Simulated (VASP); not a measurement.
# Ca (Ibam) in VASP: notebook, part 2 of 2

VASP 6.6.1. Earlier steps stand in the parts before.

## (3) Single point, PBE

The input, INCAR:

```
SYSTEM = Ca
PREC = Accurate
ENCUT = 520
EDIFF = 1E-6
ISMEAR = 0
SIGMA = 0.14
LREAL = .FALSE.
LASPH = .TRUE.
NELM = 100
ALGO = Fast
ISIF = 2
LWAVE = .FALSE.
LCHARG = .TRUE.
GGA = PE
LELF = .TRUE.
LVHAR = .TRUE.
NBANDS = 28
NELECT = 40.5
```

The input, KPOINTS:

```
regular mesh
0
G
  4 4 4
  0 0 0
```

The input, POSCAR:

```
Ca
1.0
   -3.7227727908      3.7277646150      3.3301431152
    3.7227727908     -3.7277646150      3.3301431152
    3.7227727908      3.7277646150     -3.3301431152
Ca
4
Direct
    0.1704225300      0.6708298800      0.8412524100
    0.8295774700      0.3291701200      0.1587475900
    0.6704225300      0.8291701200      0.4995926500
    0.3295774700      0.1708298800      0.5004073500
```

Potentials or basis: VASP PAW PBE potentials, release 64 (Ca_sv).

Launch:

```sh
> cat potpaw_PBE.64/Ca_sv/POTCAR > POTCAR
> mpirun -np 1 vasp_std > vasp.out
```

OUTCAR:

```text
SYSTEM = Ca
   PREC = Accurate
   ENCUT = 520
   EDIFF = 1E-6
   ISMEAR = 0
   LREAL = .FALSE.
   LASPH = .TRUE.
   NELM = 100
   ISIF = 2
   GGA = PE
   NELECT = 40.5

 ion  position               nearest neighbor table
   1  0.170  0.671  0.841-
   2  0.830  0.329  0.159-
   3  0.670  0.829  0.500-
   4  0.330  0.171  0.500-

  LATTYP: Found a body centered orthorhombic cell.
 ALAT       =     6.6602862304
 B/A-ratio  =     1.1179017424
 C/A-ratio  =     1.1194007242

  Lattice vectors:

 A1 = (   3.7227727908,  -3.7277646150,   3.3301431152)
 A2 = (  -3.7227727908,  -3.7277646150,  -3.3301431152)
 A3 = (   3.7227727908,   3.7277646150,  -3.3301431152)

Analysis of symmetry for initial positions (statically):
=====================================================================
 Subroutine PRICEL returns:
 Original cell was already a primitive cell.

 Routine SETGRP: Setting up the symmetry group for a
 body centered orthorhombic supercell.

 Subroutine GETGRP returns: Found  8 space group operations
 (whereof  4 operations were pure point group operations)
 out of a pool of  8 trial point group operations.

The static configuration has the point symmetry C_2h.
 The point group associated with its full space group is D_2h.

Analysis of symmetry for dynamics (positions and initial velocities):
=====================================================================
 Subroutine PRICEL returns:
 Original cell was already a primitive cell.

 Routine SETGRP: Setting up the symmetry group for a
 body centered orthorhombic supercell.

 Subroutine GETGRP returns: Found  8 space group operations
 (whereof  4 operations were pure point group operations)
 out of a pool of  8 trial point group operations.

The dynamic configuration has the point symmetry C_2h.
 The point group associated with its full space group is D_2h.

 Subroutine INISYM returns: Found  8 space group operations
 (whereof  4 operations are pure point group operations),
 and found     1 'primitive' translations

----------------------------------------------------------------------------------------

                                     Primitive cell

  volume of cell :     184.8579

  direct lattice vectors                    reciprocal lattice vectors
    -3.722772791  3.727764615  3.330143115     0.000000000  0.134128641  0.150143697
     3.722772791 -3.727764615  3.330143115     0.134308492  0.000000000  0.150143697
     3.722772791  3.727764615 -3.330143115     0.134308492  0.134128641  0.000000000

  length of vectors
     6.232585294  6.232585294  6.232585294     0.201329635  0.201449500  0.189813759

  position of ions in fractional coordinates (direct lattice)
     0.170422530  0.670829880  0.841252410
     0.829577470  0.329170120  0.158747590
     0.670422530  0.829170120  0.499592650
     0.329577470  0.170829880  0.500407350

  ion indices of the primitive-cell ions
   primitive index   ion index
                 1           1
                 2           2
                 3           3
                 4           4

----------------------------------------------------------------------------------------

 KPOINTS: regular mesh

Automatic generation of k-mesh.
 Grid dimensions read from file:
 generate k-points for:    4    4    4

 Generating k-lattice:

  Cartesian coordinates                     Fractional coordinates (reciprocal lattice)
     0.000000000  0.033532160  0.037535924     0.250000000  0.000000000  0.000000000
     0.033577123  0.000000000  0.037535924     0.000000000  0.250000000  0.000000000
     0.033577123  0.033532160  0.000000000     0.000000000  0.000000000  0.250000000

  Length of vectors
     0.050332409  0.050362375  0.047453440

  Shift w.r.t. Gamma in fractional coordinates (k-lattice)
     0.000000000  0.000000000  0.000000000

 Subroutine IBZKPT returns following result:
 ===========================================

 Found     18 irreducible k-points:

 Following reciprocal coordinates:
            Coordinates               Weight
  0.000000  0.000000  0.000000      1.000000
  0.250000  0.000000  0.000000      4.000000
  0.500000  0.000000  0.000000      2.000000
  0.000000  0.250000 -0.000000      4.000000
  0.250000  0.250000 -0.000000      8.000000
  0.500000  0.250000 -0.000000      8.000000
[... 10 lines left out ...]
 -0.250000 -0.250000  0.250000      2.000000
  0.500000  0.500000  0.500000      1.000000
   k-points           NKPTS =     18   k-points in BZ     NKDIM =     18   number of bands    NBANDS=     28
   number of dos      NEDOS =    301   number of ions     NIONS =      4
   total plane-waves  NPLWV = 110592
   dimension x,y,z NGX =    48 NGY =   48 NGZ =   48
   dimension x,y,z NGXF=    96 NGYF=   96 NGZF=   96
   ions per type =               4
   NGX,Y,Z   is equivalent  to a cutoff of  12.80, 12.80, 12.80 a.u.
   NGXF,Y,Z  is equivalent  to a cutoff of  25.61, 25.61, 25.61 a.u.
 SYSTEM =  Ca
   PREC   = accura    normal or accurate (medium, high low for compatibility)
   ISTART =      0    job   : 0-new  1-cont  2-samecut
   ICHARG =      2    charge: 1-file 2-atom 10-const
   ISPIN  =      1    spin polarized calculation?
   LNONCOLLINEAR =      F non collinear calculations
   LSORBIT =      F    spin-orbit coupling
   LASPH  =      T    aspherical Exc in radial PAW
   ENCUT  =  520.0 eV  38.22 Ry    6.18 a.u.  11.59 11.59 11.59*2*pi/ulx,y,z
   NELM   =    100;   NELMIN=  2; NELMDL= -5     # of ELM steps
   EDIFF  = 0.1E-05   stopping-criterion for ELM
   LREAL  =      F    real-space projection
   EDIFFG = 0.1E-04   stopping-criterion for IOM
   NSW    =      0    number of steps for IOM
   IBRION =     -1    ionic relax: 0-MD 1-quasi-New 2-CG
   NFREE  =      0    steps in history (QN), initial steepest desc. (CG)
   ISIF   =      2    stress and relaxation
   ISYM   =      2    0-nonsym 1-usesym 2-fastsym
   POTIM  = 0.5000    time-step for ionic-motion
   TEBEG  =    0.0;   TEEND  =   0.0 temperature during run
   PSTRESS=    0.0 pullay stress
   NELECT =      40.5000    total number of electrons
   NUPDOWN=      -1.0000    fix difference up-down
   EMIN   =  10.00;   EMAX   =-10.00  energy-range for DOS
   EFERMI =   0.00;   METHOD = LEGACY
   ISMEAR =     0;   SIGMA  =   0.14  broadening in eV -4-tet -1-fermi 0-gaus
   EFERMI_NEDOS =   21; number of points for ismear=-14 and -15
   IALGO  =     68    algorithm
   IMIX   =      4    mixing-type and parameters
     AMIX     =   0.40;   BMIX     =  1.00
     AMIX_MAG =   1.60;   BMIX_MAG =  1.00
  volume/ion in A,a.u.               =      46.21       311.87
  Fermi-wavevector in a.u.,A,eV,Ry     =   0.986917  1.865002 13.252139  0.974005
  Thomas-Fermi vector in A             =   2.118333
   LORBIT       =      0    0 simple, 1 ext, 2 COOP (PROOUT), +10 PAW based schemes
   GGA     = PE    functional components
   LHFCALC =     F    Hartree Fock is set to
   AEXX    =    0.0000 exact exchange contribution
   IVDW    =     0    specifies the selected vdW correction
   LEPSILON=     F    determine dielectric tensor
   LRPA    =     F    only Hartree local field effects (RPA)
 non-spin polarized calculation
 RMM-DIIS sequential band-by-band and
 Gauss-broadening in eV      SIGMA  =   0.14
  energy-cutoff  :      520.00
  volume of cell :      184.86
 maximum number of plane-waves:      5024
 NGX is ok and might be reduce to    48
   NGX = 23   NGY = 23   NGZ = 23

 number of electron      40.5000004 magnetization

 Free energy of the ion-electron system (eV)
  ---------------------------------------------------
  ext. energy  EPLUGINS =         0.00000000
  ---------------------------------------------------
  free energy    TOTEN  =        -6.29607113 eV

  energy without entropy =       -6.24363247  energy(sigma->0) =       -6.26985180

 E-fermi :   1.5888     XC(G=0):  -7.5165

 val. band max:        1.5822107573   @ k =   0.5000   0.5000   0.2500
 cond. band min:       1.6621313307   @ k =  -0.2500   0.2500  -0.0000
 fundamental gap:      0.0799205734
 Fermi energy:         1.5888457283

 k-point     1 :       0.0000    0.0000    0.0000
  band No.  band energies     occupation
      1     -40.5814      2.00000
      2     -40.5689      2.00000
      3     -40.5600      2.00000
      4     -40.5600      2.00000
      5     -21.6343      2.00000
      6     -21.6012      2.00000
[... 20 lines left out ...]
     27       2.9264      0.00000
[... 505 lines left out ...]
      6     -21.6169      2.00000
[... 20 lines left out ...]
     27       3.1827      0.00000
     28       3.7660      0.00000

------------------------ aborting loop because EDIFF is reached ----------------------------------------

  FORCE on cell =-STRESS in cart. coord.  units (eV):
  Direction    XX          YY          ZZ          XY          YZ          ZX
  --------------------------------------------------------------------------------------
  -------------------------------------------------------------------------------------
  Total        1.3255232      1.3300465      1.4204196      0.0000000      0.0000000      0.0000000
  in kB       11.4884122     11.5276158     12.3108867      0.0000000      0.0000000      0.0000000
  external PRESSURE =      11.7756382 kB  Pullay stress =       0.0000000 kB

 VOLUME and BASIS-vectors are now :
 -----------------------------------------------------------------------------
  energy-cutoff  :      520.00
  volume of cell :      184.86
      direct lattice vectors                 reciprocal lattice vectors
    -3.722772791  3.727764615  3.330143115     0.000000000  0.134128641  0.150143697
     3.722772791 -3.727764615  3.330143115     0.134308492  0.000000000  0.150143697
     3.722772791  3.727764615 -3.330143115     0.134308492  0.134128641  0.000000000

 POSITION                                       TOTAL-FORCE (eV/Angst)
 -----------------------------------------------------------------------------------
      4.99469      1.27059     -0.00000        -0.007181     -0.011236     -0.000000
     -1.27192      2.45717      3.33014         0.007181      0.011236      0.000000
      2.45085      1.27059      3.33014         0.007181     -0.011236      0.000000
      1.27192      2.45717     -0.00000        -0.007181      0.011236     -0.000000
 -----------------------------------------------------------------------------------
    total drift:                               -0.000000     -0.000000     -0.000000

  FREE ENERGIE OF THE ION-ELECTRON SYSTEM (eV)
  ---------------------------------------------------
  free  energy   TOTEN  =        -6.2960711280 eV

  energy  without entropy=       -6.2436324708  energy(sigma->0) =       -6.26985180
```

stdout:

```text
POSCAR found type information on POSCAR Ca
 POSCAR found :  1 types and       4 ions
 scaLAPACK will be used
 LDA part: xc-table for (Slater+PW92), standard interpolation
 POSCAR, INCAR and KPOINTS ok, starting setup
 FFT: planning ... GRIDC
 FFT: planning ... GRID_SOFT
 FFT: planning ... GRID
 WAVECAR not read
 entering main loop
 the old and the new charge density differ
 old charge density:    40.00000 new   40.50000
    0.433E+00
WARNING in EDDRMM: call to ZHEGV failed, returncode =   8  4     24
WARNING in EDDRMM: call to ZHEGV failed, returncode =   6  3     19
```

Run time: 4.2 min. Hardware: 1 thread of AMD EPYC 7R43 (Zen 3), shared host; peak memory 0.31 GiB.

What came out:

* Free energy: -6.2961 eV
* Largest force: 0.013 eV/Å

Forces in eV/Å, atoms in the order of the input:
```
Ca  -0.007 -0.011  0.000
Ca   0.007  0.011  0.000
Ca   0.007 -0.011  0.000
Ca  -0.007  0.011  0.000
```

Levels at points of the mesh, in eV from the Fermi level:
```
           k point  band 17  band 18  band 19  band 20  band 21  band 22  band 23  band 24
(0.00, 0.00, 0.00)    -3.96    -0.13     0.13     0.22     0.26     0.26     0.40     1.04
(0.50, 0.00, 0.00)    -2.34    -2.34    -0.46    -0.46     0.12     0.12     0.86     0.86
(0.00, 0.50, 0.00)    -2.34    -2.34    -0.47    -0.47     0.12     0.12     0.86     0.86
(0.50, 0.50, 0.00)    -2.72    -2.25    -0.10    -0.05    -0.02     0.19     0.43     1.00
(0.50, 0.50, 0.50)    -1.50    -1.50    -1.30    -1.12    -0.69    -0.37     1.23     1.23
```

Caveat: the cell carries a net charge on a neutralising background, which shifts energy and pressure; the cell is charged against a uniform background, so pressure and absolute levels hang on convention.

## (4) Single point, PBE

The input, INCAR:

```
PREC = Accurate
ENCUT = 520
EDIFF = 1E-6
ISMEAR = 0
SIGMA = 0.1
LREAL = F
LASPH = T
NELM = 60
ALGO = Normal
ISIF = 2
LWAVE = F
LCHARG = F
GGA = PE
NELECT = 38.0
NBANDS = 28
```

The input, KPOINTS:

```
Automatic mesh
0
Gamma
  4 4 4
```

POSCAR is that of step 3.

Potentials or basis: VASP PAW PBE potentials, release 64 (Ca_sv).

Launch:

```sh
> cat potpaw_PBE.64/Ca_sv/POTCAR > POTCAR
> mpirun -np 1 vasp_std > vasp.out
```

OUTCAR:

```text
PREC = Accurate
   ENCUT = 520
   EDIFF = 1E-6
   ISMEAR = 0
   LREAL = F
   LASPH = T
   NELM = 60
   ISIF = 2
   GGA = PE
   NELECT = 38.0

 ion  position               nearest neighbor table
   1  0.170  0.671  0.841-
   2  0.830  0.329  0.159-
   3  0.670  0.829  0.500-
   4  0.330  0.171  0.500-

  LATTYP: Found a body centered orthorhombic cell.
[... 750 lines left out ...]

  FORCE on cell =-STRESS in cart. coord.  units (eV):
  Direction    XX          YY          ZZ          XY          YZ          ZX
  --------------------------------------------------------------------------------------
  -------------------------------------------------------------------------------------
  Total       -7.1857490     -7.1834164     -8.0813710      0.0000000      0.0000000      0.0000000
  in kB      -62.2794435    -62.2592271    -70.0418688      0.0000000      0.0000000      0.0000000
  external PRESSURE =     -64.8601798 kB  Pullay stress =       0.0000000 kB

 VOLUME and BASIS-vectors are now :
 -----------------------------------------------------------------------------
  energy-cutoff  :      520.00
  volume of cell :      184.86
      direct lattice vectors                 reciprocal lattice vectors
    -3.722772791  3.727764615  3.330143115     0.000000000  0.134128641  0.150143697
     3.722772791 -3.727764615  3.330143115     0.134308492  0.000000000  0.150143697
     3.722772791  3.727764615 -3.330143115     0.134308492  0.134128641  0.000000000

 POSITION                                       TOTAL-FORCE (eV/Angst)
 -----------------------------------------------------------------------------------
      4.99469      1.27059     -0.00000         0.002756     -0.002384     -0.000000
     -1.27192      2.45717      3.33014        -0.002756      0.002384     -0.000000
      2.45085      1.27059      3.33014        -0.002756     -0.002384      0.000000
      1.27192      2.45717     -0.00000         0.002756      0.002384      0.000000
 -----------------------------------------------------------------------------------
    total drift:                               -0.000000     -0.000000     -0.000000

  FREE ENERGIE OF THE ION-ELECTRON SYSTEM (eV)
  ---------------------------------------------------
  free  energy   TOTEN  =       -10.2452659087 eV

  energy  without entropy=      -10.2244220517  energy(sigma->0) =      -10.23484398
```

OSZICAR:

```text
N       E                     dE             d eps       ncg     rms          rms(c)
DAV:   1     0.366839338782E+03    0.36684E+03   -0.18615E+04  1040   0.121E+03
DAV:   2     0.133855169697E+02   -0.35345E+03   -0.34949E+03  1048   0.378E+02
DAV:   3    -0.742577617013E+01   -0.20811E+02   -0.20494E+02  1680   0.661E+01
DAV:   4    -0.968958500717E+01   -0.22638E+01   -0.22501E+01  1596   0.193E+01
DAV:   5    -0.979056234035E+01   -0.10098E+00   -0.10084E+00  1552   0.352E+00    0.528E+00
DAV:   6    -0.102438826324E+02   -0.45332E+00   -0.17883E-01  1332   0.217E+00    0.281E+00
DAV:   7    -0.102452749216E+02   -0.13923E-02   -0.19218E-01  1260   0.228E+00    0.419E-01
DAV:   8    -0.102460945715E+02   -0.81965E-03   -0.61022E-03  1476   0.532E-01    0.160E-01
DAV:   9    -0.102451720547E+02    0.92252E-03   -0.37292E-03  1364   0.355E-01    0.323E-02
DAV:  10    -0.102452398325E+02   -0.67778E-04   -0.49875E-04  1668   0.934E-02    0.176E-02
DAV:  11    -0.102452714314E+02   -0.31599E-04   -0.46204E-05  1276   0.482E-02    0.163E-02
DAV:  12    -0.102452651067E+02    0.63247E-05   -0.81487E-06  1352   0.235E-02    0.560E-03
DAV:  13    -0.102452659087E+02   -0.80197E-06   -0.56542E-07   800   0.479E-03
   1 F= -.10245266E+02 E0= -.10234844E+02  d E =-.208439E-01
```

Wall time 2.4 min (1 thread of AMD EPYC 7R43 (Zen 3), shared host); peak memory 0.3 GiB.

Results:

```
Free energy   : -10.2453 eV
Largest force : 0.004 eV/Å
```

Forces on the atoms (eV/Å):
```
Ca   0.003 -0.002  0.000
Ca  -0.003  0.002  0.000
Ca  -0.003 -0.002  0.000
Ca   0.003  0.002  0.000
```

Caveat: the cell carries a net charge on a neutralising background, which shifts energy and pressure; the cell is charged against a uniform background, so pressure and absolute levels hang on convention.
